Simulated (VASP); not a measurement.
# TaN (Fm-3m) in VASP: settings compared

The runs below take TaN through relaxation of cell and atoms, single point, with RPBE, revPBE, BLYP, PBE.

Program: VASP 6.6.1. These are calculated values, not measurements. Logs are shortened: lines on timing, memory, paths and dates and some standing lists are left out, and cuts for length are marked.

### Step 1. The cell of the first run

It takes space group Fm-3m (No. 225, cubic). Conventional cell: a = 4.423 Å, b = 4.423 Å, c = 4.423 Å, α = 90.00°, β = 90.00°, γ = 90.00°. Ta (site symmetry m-3m) has 6 N at 2.21 Å within 2.9 Å. N (site symmetry m-3m) has 6 Ta at 2.21 Å within 2.9 Å.

### Step 2. Relaxation of cell and atoms, RPBE

The input, INCAR:

```
SYSTEM = TaN
PREC = Accurate ; ENCUT = 600
EDIFF = 1E-6 ; ISMEAR = -1
SIGMA = 0.05 ; LREAL = .FALSE.
LASPH = .TRUE. ; NELM = 80
ALGO = Normal ; ISIF = 3
LWAVE = .FALSE. ; LCHARG = .FALSE.
GGA = RP ; IBRION = 2
NSW = 60 ; EDIFFG = -0.01
```

The input, KPOINTS:

```
Automatic mesh
0
G
  10 10 10
  0 0 0
```

The input, POSCAR:

```
TaN
1.0
    0.0000000000      2.2113230000      2.2113230000
    2.2113230000      0.0000000000      2.2113230000
    2.2113230000      2.2113230000      0.0000000000
Ta N
1 1
Direct
    0.5000000000      0.5000000000      0.5000000000
    0.0000000000      0.0000000000      0.0000000000
```

Potentials or basis: VASP PAW PBE potentials, release 64 (Ta_pv, N).

Started as:

```console
> cat potpaw_PBE.64/Ta_pv/POTCAR potpaw_PBE.64/N/POTCAR > POTCAR
> mpirun -np 1 vasp_std > vasp.out
```

OUTCAR:

```text
SYSTEM = TaN
   PREC = Accurate
   ENCUT = 600
   EDIFF = 1E-6
   ISMEAR = -1
   LREAL = .FALSE.
   LASPH = .TRUE.
   NELM = 80
   ISIF = 3
   GGA = RP
   IBRION = 2
   NSW = 60
   EDIFFG = -0.01

 ion  position               nearest neighbor table
   1  0.500  0.500  0.500-   2 2.21   2 2.21   2 2.21   2 2.21   2 2.21   2 2.21
   2  0.000  0.000  0.000-   1 2.21   1 2.21   1 2.21   1 2.21   1 2.21   1 2.21

  LATTYP: Found a face centered cubic cell.
 ALAT       =     4.4226460000

  Lattice vectors:

 A1 = (   0.0000000000,   2.2113230000,   2.2113230000)
 A2 = (   2.2113230000,   0.0000000000,   2.2113230000)
 A3 = (   2.2113230000,   2.2113230000,   0.0000000000)

Analysis of symmetry for initial positions (statically):
=====================================================================
 Subroutine PRICEL returns:
 Original cell was already a primitive cell.

 Routine SETGRP: Setting up the symmetry group for a
 face centered cubic supercell.

 Subroutine GETGRP returns: Found 48 space group operations
 (whereof 48 operations were pure point group operations)
 out of a pool of 48 trial point group operations.

The static configuration has the point symmetry O_h .

Analysis of symmetry for dynamics (positions and initial velocities):
=====================================================================
 Subroutine PRICEL returns:
 Original cell was already a primitive cell.

 Routine SETGRP: Setting up the symmetry group for a
 face centered cubic supercell.

 Subroutine GETGRP returns: Found 48 space group operations
 (whereof 48 operations were pure point group operations)
 out of a pool of 48 trial point group operations.

The dynamic configuration has the point symmetry O_h .

 Subroutine INISYM returns: Found 48 space group operations
 (whereof 48 operations are pure point group operations),
 and found     1 'primitive' translations

----------------------------------------------------------------------------------------

                                     Primitive cell

  volume of cell :      21.6265

  direct lattice vectors                    reciprocal lattice vectors
     0.000000000  2.211323000  2.211323000    -0.226108985  0.226108985  0.226108985
     2.211323000  0.000000000  2.211323000     0.226108985 -0.226108985  0.226108985
     2.211323000  2.211323000  0.000000000     0.226108985  0.226108985 -0.226108985

  length of vectors
     3.127282977  3.127282977  3.127282977     0.391632251  0.391632251  0.391632251

  position of ions in fractional coordinates (direct lattice)
     0.500000000  0.500000000  0.500000000
     0.000000000  0.000000000  0.000000000

  ion indices of the primitive-cell ions
   primitive index   ion index
                 1           1
                 2           2

----------------------------------------------------------------------------------------

 KPOINTS: Automatic mesh

Automatic generation of k-mesh.
 Grid dimensions read from file:
 generate k-points for:   10   10   10

 Generating k-lattice:

  Cartesian coordinates                     Fractional coordinates (reciprocal lattice)
    -0.022610899  0.022610899  0.022610899     0.100000000  0.000000000  0.000000000
     0.022610899 -0.022610899  0.022610899     0.000000000  0.100000000  0.000000000
     0.022610899  0.022610899 -0.022610899     0.000000000  0.000000000  0.100000000

  Length of vectors
     0.039163225  0.039163225  0.039163225

  Shift w.r.t. Gamma in fractional coordinates (k-lattice)
     0.000000000  0.000000000  0.000000000

 Subroutine IBZKPT returns following result:
 ===========================================

 Found     47 irreducible k-points:

 Following reciprocal coordinates:
            Coordinates               Weight
  0.000000  0.000000  0.000000      1.000000
  0.100000  0.000000  0.000000      8.000000
  0.200000  0.000000  0.000000      8.000000
  0.300000  0.000000  0.000000      8.000000
  0.400000  0.000000  0.000000      8.000000
  0.500000  0.000000  0.000000      4.000000
[... 16 lines left out ...]
  0.300000  0.300000  0.000000      6.000000
  0.400000  0.300000  0.000000     24.000000
 [... further k-points ...]
   k-points           NKPTS =     47   k-points in BZ     NKDIM =     47   number of bands    NBANDS=     12
   number of dos      NEDOS =    301   number of ions     NIONS =      2
   total plane-waves  NPLWV =  21952
   dimension x,y,z NGX =    28 NGY =   28 NGZ =   28
   dimension x,y,z NGXF=    56 NGYF=   56 NGZF=   56
   ions per type =               1   1
   NGX,Y,Z   is equivalent  to a cutoff of  14.88, 14.88, 14.88 a.u.
   NGXF,Y,Z  is equivalent  to a cutoff of  29.77, 29.77, 29.77 a.u.
 SYSTEM =  TaN
   PREC   = accura    normal or accurate (medium, high low for compatibility)
   ISTART =      0    job   : 0-new  1-cont  2-samecut
   ICHARG =      2    charge: 1-file 2-atom 10-const
   ISPIN  =      1    spin polarized calculation?
   LNONCOLLINEAR =      F non collinear calculations
   LSORBIT =      F    spin-orbit coupling
   LASPH  =      T    aspherical Exc in radial PAW
   ENCUT  =  600.0 eV  44.10 Ry    6.64 a.u.   6.25  6.25  6.25*2*pi/ulx,y,z
   NELM   =     80;   NELMIN=  2; NELMDL= -5     # of ELM steps
   EDIFF  = 0.1E-05   stopping-criterion for ELM
   LREAL  =      F    real-space projection
   EDIFFG = -.1E-01   stopping-criterion for IOM
   NSW    =     60    number of steps for IOM
   IBRION =      2    ionic relax: 0-MD 1-quasi-New 2-CG
   NFREE  =      1    steps in history (QN), initial steepest desc. (CG)
   ISIF   =      3    stress and relaxation
   ISYM   =      2    0-nonsym 1-usesym 2-fastsym
   POTIM  = 0.5000    time-step for ionic-motion
   TEBEG  =    0.0;   TEEND  =   0.0 temperature during run
   PSTRESS=    0.0 pullay stress
   NELECT =      16.0000    total number of electrons
   NUPDOWN=      -1.0000    fix difference up-down
   EMIN   =  10.00;   EMAX   =-10.00  energy-range for DOS
   EFERMI =   0.00;   METHOD = LEGACY
   ISMEAR =    -1;   SIGMA  =   0.05  broadening in eV -4-tet -1-fermi 0-gaus
   EFERMI_NEDOS =   21; number of points for ismear=-14 and -15
   IALGO  =     38    algorithm
   IMIX   =      4    mixing-type and parameters
     AMIX     =   0.40;   BMIX     =  1.00
     AMIX_MAG =   1.60;   BMIX_MAG =  1.00
  volume/ion in A,a.u.               =      10.81        72.97
  Fermi-wavevector in a.u.,A,eV,Ry     =   1.480651  2.798024 29.828417  2.192327
  Thomas-Fermi vector in A             =   2.594659
   LORBIT       =      0    0 simple, 1 ext, 2 COOP (PROOUT), +10 PAW based schemes
   GGA     = RP    functional components
   LHFCALC =     F    Hartree Fock is set to
   AEXX    =    0.0000 exact exchange contribution
   IVDW    =     0    specifies the selected vdW correction
   LEPSILON=     F    determine dielectric tensor
   LRPA    =     F    only Hartree local field effects (RPA)
 conjugate gradient relaxation of ions
 non-spin polarized calculation
  energy-cutoff  :      600.00
  volume of cell :       21.63
 maximum number of plane-waves:       740
 NGX is ok and might be reduce to    28
   NGX = 13   NGY = 13   NGZ = 13

--------------------------------------- Ionic step        1  -------------------------------------------

 number of electron      15.9999999 magnetization

 Free energy of the ion-electron system (eV)
  ---------------------------------------------------
  ext. energy  EPLUGINS =         0.00000000
  ---------------------------------------------------
  free energy    TOTEN  =       -20.79707968 eV

  energy without entropy =      -20.79124225  energy(sigma->0) =      -20.79416096

------------------------ aborting loop because EDIFF is reached ----------------------------------------

  FORCE on cell =-STRESS in cart. coord.  units (eV):
  Direction    XX          YY          ZZ          XY          YZ          ZX
  --------------------------------------------------------------------------------------
  -------------------------------------------------------------------------------------
  Total        0.5375737      0.5375737      0.5375737      0.0000000      0.0000000      0.0000000
  in kB       39.8255730     39.8255730     39.8255730      0.0000000      0.0000000      0.0000000
  external PRESSURE =      39.8255730 kB  Pullay stress =       0.0000000 kB

 VOLUME and BASIS-vectors are now :
 -----------------------------------------------------------------------------
  energy-cutoff  :      600.00
  volume of cell :       21.63
      direct lattice vectors                 reciprocal lattice vectors
     0.000000000  2.211323000  2.211323000    -0.226108985  0.226108985  0.226108985
     2.211323000  0.000000000  2.211323000     0.226108985 -0.226108985  0.226108985
     2.211323000  2.211323000  0.000000000     0.226108985  0.226108985 -0.226108985
[... 37 lines left out ...]
 POSITION                                       TOTAL-FORCE (eV/Angst)
 -----------------------------------------------------------------------------------
      2.24000      2.24000      2.24000        -0.000000      0.000000     -0.000000
      2.24000      4.47999      2.24000         0.000000     -0.000000      0.000000
 -----------------------------------------------------------------------------------
    total drift:                                0.000000      0.000000      0.000000

  FREE ENERGIE OF THE ION-ELECTRON SYSTEM (eV)
  ---------------------------------------------------
  free  energy   TOTEN  =       -20.7857042971 eV

  energy  without entropy=      -20.7794637200  energy(sigma->0) =      -20.78258401

--------------------------------------- Ionic step        3  -------------------------------------------

 number of electron      15.9999999 magnetization

 Free energy of the ion-electron system (eV)
  ---------------------------------------------------
  ext. energy  EPLUGINS =         0.00000000
  ---------------------------------------------------
  free energy    TOTEN  =       -20.80039504 eV

  energy without entropy =      -20.79439663  energy(sigma->0) =      -20.79739583

 E-fermi :   9.3544     XC(G=0): -13.2125

 val. band max:        9.2652001815   @ k =  -0.2000   0.2000   0.0000
 cond. band min:       9.3904250978   @ k =  -0.3000   0.3000   0.1000
 fundamental gap:      0.1252249163
 Fermi energy:         9.3544377315

 k-point     1 :       0.0000    0.0000    0.0000
  band No.  band energies     occupation
      1     -26.5629      2.00000
      2     -26.5629      2.00000
      3     -26.5629      2.00000
      4      -9.3617      2.00000
      5       5.5818      2.00000
      6       5.5818      2.00000
      7       5.5818      2.00000
      8       7.3018      2.00000
      9       7.3018      2.00000
     10       7.3018      2.00000
     11       9.3909      0.65101
     12       9.3909      0.65099

 k-point     2 :       0.1000    0.0000    0.0000
  band No.  band energies     occupation
      1     -26.6402      2.00000
      2     -26.5702      2.00000
      3     -26.5702      2.00000
      4      -9.1372      2.00000
      5       4.4917      2.00000
      6       4.8665      2.00000
      7       4.8665      2.00000
      8       7.6466      2.00000
      9       7.6466      2.00000
     10       7.7049      2.00000
     11      10.2727      0.00000
     12      10.2727      0.00000
[... 316 lines left out ...]
 k-point    24 :       0.4000    0.3000    0.0000
  band No.  band energies     occupation
      1     -27.1020      2.00000
      2     -26.7784      2.00000
      3     -26.7557      2.00000
      4      -7.8672      2.00000
      5       1.5104      2.00000
      6       3.5700      2.00000
      7       4.2163      2.00000
      8       5.5732      2.00000
      9      11.4118      0.00000
     10      12.1193      0.00000
     11      12.1976      0.00000
     12      12.9480      0.00000

 [... further k-points ...]

------------------------ aborting loop because EDIFF is reached ----------------------------------------

  FORCE on cell =-STRESS in cart. coord.  units (eV):
  Direction    XX          YY          ZZ          XY          YZ          ZX
  --------------------------------------------------------------------------------------
  -------------------------------------------------------------------------------------
  Total       -0.0031869     -0.0031869     -0.0031869      0.0000000      0.0000000      0.0000000
  in kB       -0.2331861     -0.2331861     -0.2331861      0.0000000      0.0000000      0.0000000
  external PRESSURE =      -0.2331861 kB  Pullay stress =       0.0000000 kB

 VOLUME and BASIS-vectors are now :
 -----------------------------------------------------------------------------
  energy-cutoff  :      600.00
  volume of cell :       21.90
      direct lattice vectors                 reciprocal lattice vectors
     0.000000000  2.220480019  2.220480019    -0.225176536  0.225176536  0.225176536
     2.220480019  0.000000000  2.220480019     0.225176536 -0.225176536  0.225176536
     2.220480019  2.220480019  0.000000000     0.225176536  0.225176536 -0.225176536

 POSITION                                       TOTAL-FORCE (eV/Angst)
 -----------------------------------------------------------------------------------
      2.22048      2.22048      2.22048         0.000000      0.000000      0.000000
      0.00000      0.00000      0.00000        -0.000000     -0.000000     -0.000000
 -----------------------------------------------------------------------------------
    total drift:                                0.000000      0.000000      0.000000

  FREE ENERGIE OF THE ION-ELECTRON SYSTEM (eV)
  ---------------------------------------------------
  free  energy   TOTEN  =       -20.8003950389 eV

  energy  without entropy=      -20.7943966280  energy(sigma->0) =      -20.79739583

 reached required accuracy - stopping structural energy minimisation
```

Wall time 88 s (1 thread of Intel Xeon 8259CL, shared host); peak memory 0.17 GiB.

What came out:

```yaml
Free_energy: -20.8004 eV
Relaxed_volume: 10.95 Å³/atom
Relaxed_cell: a = 3.140 Å, b = 3.140 Å, c = 3.140 Å, α = 60.00°, β = 60.00°, γ = 60.00°
Space_group_after_relaxing_to_0.05_Å: Fm-3m (No. 225)
Energy_gained_by_relaxing: 1.7 meV/atom
Ionic_steps: 3
Pressure_after_relaxing: 0.0 GPa
Band_gap_on_the_k_mesh: zero (band 8 reaches 11.14 eV, above the bottom of band 9 at 7.30 eV)
```

The path:
```tsv
step	energy change (eV)	largest force (eV/Å)	pressure (GPa)	volume (Å³)
1	0.0000	0.0000	3.98	21.63
2	0.0114	0.0000	-7.84	22.48
3	-0.0033	0.0000	-0.02	21.90
```

Final structure:
```cif
data_structure
_symmetry_space_group_name_H-M 'P 1'
_symmetry_Int_Tables_number 1
_cell_length_a 3.1402
_cell_length_b 3.1402
_cell_length_c 3.1402
_cell_angle_alpha 60.000
_cell_angle_beta 60.000
_cell_angle_gamma 60.000
_cell_volume 21.90
loop_
_atom_site_label
_atom_site_type_symbol
_atom_site_fract_x
_atom_site_fract_y
_atom_site_fract_z
_atom_site_occupancy
Ta1 Ta 0.50000 0.50000 0.50000 1
N1 N 0.00000 0.00000 0.00000 1
```

Levels at points of the mesh, in eV from the Fermi level:
```csv
k point,band 5,band 6,band 7,band 8,band 9,band 10,band 11,band 12
"(0.00, 0.00, 0.00)",-3.77,-3.77,-3.77,-2.05,-2.05,-2.05,0.04,0.04
"(0.50, 0.00, 0.00)",-10.17,-7.40,-7.40,1.78,1.78,1.88,3.67,7.21
"(0.50, 0.50, 0.00)",-6.63,-5.30,-4.61,-4.61,2.00,3.34,3.34,4.18
```

Caveat: the PAW data sets were made with another functional, which shifts forces and pressure a little; spin-orbit coupling is left out, which moves the levels of the heavy elements.

[end of part 1 of 3]
